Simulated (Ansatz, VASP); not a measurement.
**Two plane-wave programs on Ni**

Contents of INCAR:

```
SYSTEM = Ni
ALGO     = Fast           ! electronic algorithm
EDIFF    = 1E-7           ! SCF threshold, eV
ENCUT    = 520            ! plane-wave cutoff, eV
GGA      = PS             ! functional
ISIF     = 2              ! what is computed and relaxed
ISMEAR   = 0              ! smearing method
ISPIN    = 2              ! spin polarisation
LASPH    = .TRUE.         ! aspherical terms in the spheres
LCHARG   = .FALSE.        ! write CHGCAR
LMAXMIX  = 4              ! l up to which the mixer works
LORBIT   = 11             ! projections on sites
LREAL    = .FALSE.        ! projectors in reciprocal space
LWAVE    = .FALSE.        ! write WAVECAR
MAGMOM   = 0.6            ! initial moments
NBANDS   = 15             ! bands
NELM     = 150            ! most SCF steps
PREC     = Accurate       ! precision mode
SIGMA    = 0.15           ! smearing width, eV
```

Contents of KPOINTS:

```
k-points
0
G
  30 30 30
  0 0 0
```

File POSCAR:

```
Ni
1.0
   -1.3913131587      1.3775377809      1.3913131587
    1.3637624031     -1.3775377809      1.3637624031
    1.3913131587      1.3775377809     -1.3913131587
Ni
1
Direct
    0.0000000000      0.0000000000      0.0000000000
```

Input for Ansatz:

```yaml
crystal:
  lattice:
    - [-1.3913131587, 1.3775377809, 1.3913131587]
    - [1.3637624031, -1.3775377809, 1.3637624031]
    - [1.3913131587, 1.3775377809, -1.3913131587]
  atoms:
    - { symbol: Ni, position: [0.0, 0.0, 0.0], spin: 0.6 }
basis:
  ecutwfc: 420
kpoints:
  mp_grid: { grid: [30, 30, 30] }
hamiltonian:
  xc: pbesol
scf:
  occupations: { method: gaussian, width: 0.15 }
output:
  forces: true
  stress: true
  eigenvalues: true
  populations: true
magnetization:
  spin_polarized: true
```

Change from the starting cell: strain -0.0200 x Voigt [0, 0, 0, 0, 1, 0], atoms carried along.

Alike in both runs: task single point; functional PBEsol; k mesh 30 × 30 × 30; occupations gaussian, width 0.15 eV; collinear spin.

```csv
,VASP,Ansatz
version,VASP 6.6.1,Ansatz 0.2.0
potentials or method,"VASP PAW PBE potentials, release 64 (Ni), cutoff 520 eV","scalar-relativistic, plane waves, PAW"
valence electrons in the cell,10,18
```

```tsv
	VASP	Ansatz	Ansatz less VASP
gap on the k mesh at the Fermi level (eV)	none	none	-
pressure (GPa)	0.2	0.3	+0.09
traceless stress, the component that is largest in VASP (GPa)	3.39	3.47	+0.073
net moment per atom (μB)	0.51	0.52	+0.011
size of the moment on the site where the two differ most (μB)	0.51	0.55	+0.033
```

VASP's potentials were made for PBE, not for PBEsol. Site moments also hang on the region over which each program counts them. A gap of «none» marks a metal or a gap that the smearing closes. The functional is the same, so the differences come from potentials, cutoffs and numerics. VASP's potentials hold 10 valence electrons a cell and Ansatz's 18, so a difference there can come from the potentials and not from the codes.
